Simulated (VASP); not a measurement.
Here is a VASP 6.6.1 calculation.

Contents of INCAR:

```
SYSTEM = Ag2As
ALGO = Normal ; EDIFF = 1E-7
ENCUT = 520 ; GGA = PE
ISIF = 2 ; ISMEAR = 0
LASPH = .TRUE. ; LCHARG = .FALSE.
LREAL = .FALSE. ; LWAVE = .FALSE.
NBANDS = 20 ; NELM = 60
PREC = Accurate ; SIGMA = 0.1
```

The input KPOINTS:

```
k-points
0
G
  6 6 4
  0 0 0
```

The input POSCAR:

```
Ag2As
1.0
    4.6747994443      0.0000000000      0.0000000000
   -2.3373997221      4.0484950763      0.0000000000
    0.0000000000      0.0000000000      3.0532975217
Ag As
2 1
Direct
    0.3333333333      0.6666666667      0.5000000000
    0.6666666667      0.3333333333      0.5000000000
    0.0000000000      0.0000000000      0.0000000000
```

Potentials or basis: VASP PAW PBE potentials, release 64 (Ag, As).

The run is started by

```bash
$ cat potpaw_PBE.64/Ag/POTCAR potpaw_PBE.64/As/POTCAR > POTCAR
$ mpirun -np 1 vasp_std > vasp.out
```

**Question.** Predict the pressure.

**Answer.** -0.1 GPa.

Caveat: the k points lie up to 0.51 Å⁻¹ apart.
